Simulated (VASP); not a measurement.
A run of VASP 6.6.1:

File POSCAR:

```
TiB2
1.0
    2.9840177600      0.0000000000      0.0000000000
   -1.4920088800      2.5842351800      0.0000000000
    0.0000000000      0.0000000000      3.1807667400
Ti B
1 2
Direct
    0.0000000000      0.0000000000      0.0000000000
    0.3333333300      0.6666666700      0.5000000000
    0.6666666700      0.3333333300      0.5000000000
```

File INCAR.step1:

```
SYSTEM = TiB2
ALGO = Normal
EDIFF = 1E-5
EDIFFG = -0.01
ENCUT = 500
GGA = PE
GGA_COMPAT = .FALSE.
IBRION = 2
ISMEAR = -1
LASPH = .TRUE.
LCHARG = .FALSE.
LREAL = .FALSE.
LWAVE = .TRUE.
NELM = 120
NELMIN = 4
NSW = 100
PREC = Accurate
SIGMA = 0.1
```

INCAR.step2

```
SYSTEM = TiB2
ALGO = Normal
EDIFF = 1E-7
EDIFFG = -0.01
ENCUT = 500
GGA_COMPAT = .FALSE.
IBRION = 2
ISIF = 2
ISMEAR = -1
ISTART = 1
LASPH = .TRUE.
LCHARG = .FALSE.
LMIXTAU = .TRUE.
LREAL = .FALSE.
LWAVE = .FALSE.
METAGGA = R2SCAN
NELM = 120
NELMIN = 4
NSW = 50
PREC = Accurate
SIGMA = 0.1
```

File KPOINTS:

```
k-points
0
G
  13 13 10
  0 0 0
```

Potentials or basis: VASP PAW PBE potentials, release 64 (Ti_sv, B).

Run with:

```sh
$ cat potpaw_PBE.64/Ti_sv/POTCAR potpaw_PBE.64/B/POTCAR > POTCAR
$ cp INCAR.step1 INCAR
$ mpirun -np 1 vasp_std > vasp.out
$ cp INCAR.step2 INCAR
$ mpirun -np 1 vasp_std > vasp.out
```

Hardware: 1 thread of Oxide Virtual Turin-like Processor, on a shared host.

How long does it take, and how much memory?

It took 4.3 min on 1 thread of Oxide Virtual Turin-like Processor, with other jobs on the host, peak memory 0.14 GiB. Counts: k points 126, ion steps 1.
